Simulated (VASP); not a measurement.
Runs of VASP 6.6.1 on LiCl. The structure is cubic, space group Pm-3m (No. 221). Conventional cell: a = 3.271 Å, b = 3.271 Å, c = 3.271 Å, α = 90.00°, β = 90.00°, γ = 90.00°. Li (site symmetry m-3m) has 8 Cl at 2.83 Å and 6 Li at 3.27 Å within 3.7 Å. Within 3.7 Å of Cl (site symmetry m-3m) lie 8 Li at 2.83 Å and 6 Cl at 3.27 Å. 

```tsv
level	k mesh	cutoff (eV)	smearing	grid for exact exchange (PRECFOCK)	screening parameter	gap on the mesh (eV)	pressure (GPa)
PBE	4 × 4 × 4	750	gaussian 0.01 eV	-	-	4.41	0.5
PBEsol+D3(BJ)	6 × 6 × 6	750	gaussian 0.01 eV	-	-	4.27	-2.9
PBEsol	6 × 6 × 6	520	gaussian 0.01 eV	-	-	(b)	-
PBEsol	6 × 6 × 6	750	methfessel-paxton 0.05 eV	-	-	4.27	(a)
HSE06	4 × 4 × 4	520	methfessel-paxton 0.2 eV	Normal	0.2079 1/Å	5.69	-
```

Alike in all rows: task single point; potentials or basis VASP PAW PBE potentials, release 64 (Li_sv, Cl); no spin polarisation; cell as given.

Task: Estimate the missing entries.

Result: (a) -1.3; (b) 4.28.

Caveats: some runs use coarse meshes; the PAW data sets were made with another functional, which shifts forces and pressure a little (some runs); the cutoff is under 1.25 times the usual one of these potentials, so pressure, stress and relaxed cells hold a basis-set (Pulay) error (some runs).

A k mesh can miss the band edges.
